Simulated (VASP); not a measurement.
# KI (I4/mmm) in VASP: a series of runs, part 3 of 3

VASP 6.6.1. Earlier steps stand in the parts before.

## (5) Single point, r2SCAN (uniaxial z strain +4.0%)

POSCAR reads:

```
KI
1.0
    0.0000000000      3.5442832400      3.6864089979
    3.5442832400      0.0000000000      3.6864089979
    3.5442832400      3.5442832400      0.0000000000
K I
1 1
Direct
    0.0000000000      0.0000000000      0.0000000000
    0.5000000000      0.5000000000      0.5000000000
```

INCAR.step1 reads:

```
SYSTEM = KI
PREC     = Accurate       ! precision mode
ENCUT    = 520            ! plane-wave cutoff, eV
ISMEAR   = 0              ! smearing method
SIGMA    = 0.01           ! smearing width, eV
LREAL    = .FALSE.        ! projectors in reciprocal space
LASPH    = .TRUE.         ! aspherical terms in the spheres
NELM     = 80             ! most SCF steps
NBANDS   = 15             ! bands
GGA      = PE             ! functional
ALGO     = Normal         ! electronic algorithm
EDIFF    = 1E-4           ! SCF threshold, eV
LWAVE    = .TRUE.         ! write WAVECAR
LCHARG   = .FALSE.        ! write CHGCAR
```

INCAR.step2 reads:

```
SYSTEM = KI
PREC     = Accurate       ! precision mode
ENCUT    = 520            ! plane-wave cutoff, eV
EDIFF    = 1E-6           ! SCF threshold, eV
ISMEAR   = 0              ! smearing method
SIGMA    = 0.01           ! smearing width, eV
LREAL    = .FALSE.        ! projectors in reciprocal space
LASPH    = .TRUE.         ! aspherical terms in the spheres
NELM     = 80             ! most SCF steps
ALGO     = Normal         ! electronic algorithm
ISIF     = 2              ! what is computed and relaxed
LWAVE    = .FALSE.        ! write WAVECAR
LCHARG   = .FALSE.        ! write CHGCAR
METAGGA  = R2SCAN         ! meta-GGA
LMIXTAU  = .TRUE.       
NBANDS   = 15             ! bands
ISTART   = 1
```

KPOINTS reads:

```
regular mesh
0
G
  6 6 6
  0 0 0
```

Potentials or basis: VASP PAW PBE potentials, release 64 (K_sv, I).

Command:

```
> cat potpaw_PBE.64/K_sv/POTCAR potpaw_PBE.64/I/POTCAR > POTCAR
> cp INCAR.step1 INCAR
> mpirun -np 1 vasp_std > vasp.out
> cp INCAR.step2 INCAR
> mpirun -np 1 vasp_std > vasp.out
```

OUTCAR:

```text
SYSTEM = KI
   PREC = Accurate
   ENCUT = 520
   EDIFF = 1E-6
   ISMEAR = 0
   LREAL = .FALSE.
   LASPH = .TRUE.
   NELM = 80
   ISIF = 2
   METAGGA = R2SCAN
   ISTART = 1

 ion  position               nearest neighbor table
   1  0.000  0.000  0.000-   2 3.54   2 3.54   2 3.54   2 3.54   2 3.69   2 3.69
   2  0.500  0.500  0.500-   1 3.54   1 3.54   1 3.54   1 3.54   1 3.69   1 3.69

  LATTYP: Found a body centered tetragonal cell.
 ALAT       =     5.0123734269
 C/A-ratio  =     1.4709235262

  Lattice vectors:

 A1 = (  -3.5442832400,   0.0000000000,   3.6864089979)
 A2 = (   3.5442832400,   0.0000000000,   3.6864089979)
 A3 = (   0.0000000000,   3.5442832400,  -3.6864089979)

Analysis of symmetry for initial positions (statically):
=====================================================================
 Subroutine PRICEL returns:
 Original cell was already a primitive cell.

 Routine SETGRP: Setting up the symmetry group for a
 body centered tetragonal supercell.

 Subroutine GETGRP returns: Found 16 space group operations
 (whereof 16 operations were pure point group operations)
 out of a pool of 16 trial point group operations.

The static configuration has the point symmetry D_4h.

Analysis of symmetry for dynamics (positions and initial velocities):
=====================================================================
 Subroutine PRICEL returns:
 Original cell was already a primitive cell.

 Routine SETGRP: Setting up the symmetry group for a
 body centered tetragonal supercell.

 Subroutine GETGRP returns: Found 16 space group operations
 (whereof 16 operations were pure point group operations)
 out of a pool of 16 trial point group operations.

The dynamic configuration has the point symmetry D_4h.

 Subroutine INISYM returns: Found 16 space group operations
 (whereof 16 operations are pure point group operations),
 and found     1 'primitive' translations

[... 124 lines left out ...]
   LRPA    =     F    only Hartree local field effects (RPA)
 non-spin polarized calculation
 Gauss-broadening in eV      SIGMA  =   0.01
  energy-cutoff  :      520.00
  volume of cell :       92.62
 maximum number of plane-waves:      2517
 NGX is ok and might be reduce to    40
   NGX = 19   NGY = 19   NGZ = 19

 number of electron      16.0000001 magnetization

 Free energy of the ion-electron system (eV)
  ---------------------------------------------------
  ext. energy  EPLUGINS =         0.00000000
  ---------------------------------------------------
  free energy    TOTEN  =       -33.97389075 eV

  energy without entropy =      -33.97389075  energy(sigma->0) =      -33.97389075

 E-fermi :  -0.9483     XC(G=0):  -7.3121

 val. band max:       -0.9992894050   @ k =   0.0000   0.0000   0.0000
 cond. band min:       3.4820209561   @ k =   0.0000   0.0000   0.0000
 fundamental gap:      4.4813103611
 Fermi energy:        -0.9483105259

 k-point     1 :       0.0000    0.0000    0.0000
  band No.  band energies     occupation
      1     -30.7455      2.00000
      2     -13.4590      2.00000
      3     -13.4531      2.00000
      4     -13.4531      2.00000
      5     -11.7437      2.00000
      6      -1.0050      2.00000
      7      -0.9993      2.00000
      8      -0.9993      2.00000
      9       3.4820      0.00000
     10       5.9198      0.00000
     11       6.1473      0.00000
     12       6.1473      0.00000
     13       6.8158      0.00000
     14       6.9658      0.00000
[... 401 lines left out ...]
      2     -13.5031      2.00000
      3     -13.4742      2.00000
      4     -13.4683      2.00000
      5     -11.5797      2.00000
      6      -1.9035      2.00000
      7      -1.4907      2.00000
      8      -1.3471      2.00000
      9       4.8263      0.00000
     10       5.7965      0.00000
     11       7.2291      0.00000
     12       7.8828      0.00000
     13       8.5316      0.00000
     14       8.9262      0.00000
     15       9.4751      0.00000

 [... further k-points ...]

------------------------ aborting loop because EDIFF is reached ----------------------------------------

  FORCE on cell =-STRESS in cart. coord.  units (eV):
  Direction    XX          YY          ZZ          XY          YZ          ZX
  --------------------------------------------------------------------------------------
  -------------------------------------------------------------------------------------
  Total       -0.0623363     -0.0623363     -0.5275520      0.0000000     -0.0000000      0.0000000
  in kB       -1.0783535     -1.0783535     -9.1261058      0.0000000     -0.0000000      0.0000000
  external PRESSURE =      -3.7609376 kB  Pullay stress =       0.0000000 kB

 VOLUME and BASIS-vectors are now :
 -----------------------------------------------------------------------------
  energy-cutoff  :      520.00
  volume of cell :       92.62
      direct lattice vectors                 reciprocal lattice vectors
     0.000000000  3.544283240  3.686408998    -0.141072247  0.141072247  0.135633349
     3.544283240  0.000000000  3.686408998     0.141072247 -0.141072247  0.135633349
     3.544283240  3.544283240  0.000000000     0.141072247  0.141072247 -0.135633349

 POSITION                                       TOTAL-FORCE (eV/Angst)
 -----------------------------------------------------------------------------------
      0.00000      0.00000      0.00000         0.000000     -0.000000      0.000000
      3.54428      3.54428      3.68641        -0.000000      0.000000     -0.000000
 -----------------------------------------------------------------------------------
    total drift:                                0.000000     -0.000000     -0.000000

  FREE ENERGIE OF THE ION-ELECTRON SYSTEM (eV)
  ---------------------------------------------------
  free  energy   TOTEN  =       -33.9738907494 eV

  energy  without entropy=      -33.9738907494  energy(sigma->0) =      -33.97389075
```

OSZICAR.step1:

```text
N       E                     dE             d eps       ncg     rms          rms(c)
DAV:   1     0.909110199569E+02    0.90911E+02   -0.64494E+03   900   0.903E+02
DAV:   2     0.628309273316E-01   -0.90848E+02   -0.84723E+02  1131   0.214E+02
DAV:   3    -0.538875419694E+01   -0.54516E+01   -0.54252E+01  1268   0.457E+01
DAV:   4    -0.564803947337E+01   -0.25929E+00   -0.25920E+00  1449   0.896E+00
DAV:   5    -0.565003303011E+01   -0.19936E-02   -0.19935E-02  1282   0.764E-01    0.282E+00
DAV:   6    -0.555846524218E+01    0.91568E-01   -0.10385E-01  1173   0.178E+00    0.203E+00
DAV:   7    -0.555265787186E+01    0.58074E-02   -0.11754E-01  1236   0.167E+00    0.788E-01
DAV:   8    -0.555867745715E+01   -0.60196E-02   -0.12607E-02  1028   0.704E-01    0.127E-01
DAV:   9    -0.555920260468E+01   -0.52515E-03   -0.11463E-03  1264   0.187E-01    0.787E-02
DAV:  10    -0.555930994902E+01   -0.10734E-03   -0.12225E-04  1027   0.601E-02    0.219E-02
DAV:  11    -0.555936373748E+01   -0.53788E-04   -0.68801E-05   940   0.490E-02
   1 F= -.55593637E+01 E0= -.55593637E+01  d E =-.114317E-58
```

Wall time 79 s (1 thread of Intel Xeon 6975P-C (Granite Rapids), shared host); peak memory 0.27 GiB.

What came out:

* Free energy: -33.9739 eV
* Pressure: -0.4 GPa
* Band gap on the k mesh: 4.48 eV

Caveat: the cell differs from its parent crystal (uniaxial z strain +4.0%); the PAW data sets were made with another functional, which shifts forces and pressure a little; spin-orbit coupling is left out, which moves the levels of the heavy elements.

## (6) Overview

| level | cell | smearing | gap on the mesh (eV) | pressure (GPa) |
| --- | --- | --- | --- | --- |
| PBE | a = 5.012, b = 4.979, c = 4.979 Å, angles 60.4, 59.8, 59.8°, 2 atoms | fermi-dirac 0.02 eV | 3.97 | 0.7 |
| PBE | a = 5.114, b = 5.114, c = 5.012 Å, angles 60.7, 60.7, 58.7°, 2 atoms | fermi-dirac 0.02 eV | 3.85 | 0.1 |
| r2SCAN | a = 5.012, b = 4.979, c = 4.979 Å, angles 60.4, 59.8, 59.8°, 2 atoms | gaussian 0.01 eV | 4.61 | 0.2 |
| r2SCAN | a = 5.114, b = 5.114, c = 5.012 Å, angles 60.7, 60.7, 58.7°, 2 atoms | gaussian 0.01 eV | 4.48 | -0.4 |

Alike in all rows: task single point; potentials or basis VASP PAW PBE potentials, release 64 (K_sv, I); no spin polarisation; k mesh 6 × 6 × 6; cutoff (eV) 520.

Caveats: spin-orbit coupling is left out, which moves the levels of the heavy elements; the PAW data sets were made with another functional, which shifts forces and pressure a little (at least some runs).

Absolute energies hang on the potentials; compare differences alone.
